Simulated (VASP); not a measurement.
BaIr3:

```
Ba Ir
1.0
     4.35736    0.00000    0.00000
     0.00000    4.35736    0.00000
     0.00000    0.00000    4.35736
Ba Ir
1 3
Direct
  0.00000 0.00000 0.00000
  0.00000 0.50000 0.50000
  0.50000 0.50000 0.00000
  0.50000 0.00000 0.50000
```

This cell differs from its parent crystal: volume scaled by 1.100.

Base run:

```yaml
Program: VASP 6.6.1
Functional: PBE
Potentials_or_basis: VASP PAW PBE potentials, release 64 (Ba_sv, Ir_sv_GW)
Cutoff: 500 eV
k_mesh: 8 × 8 × 8
Occupations: gaussian, width 0.05 eV
Spin: no spin polarisation
```

Its results: pressure -9.5 GPa.

Question: The run is repeated on the same cell with these changes: potentials or basis from VASP PAW PBE potentials, release 64 (Ba_sv, Ir_sv_GW) to VASP PAW PBE potentials, release 64 (Ba_sv, Ir); cutoff from 500 eV to 520 eV; further incar settings from ALGO = Normal; EDIFF = 1e-06; NBANDS = 38 to ALGO = Normal; EDIFF = 1e-07; NBANDS = 26; valence electrons from 61 to 37. What comes out?

Answer: Pressure -7.8 GPa.
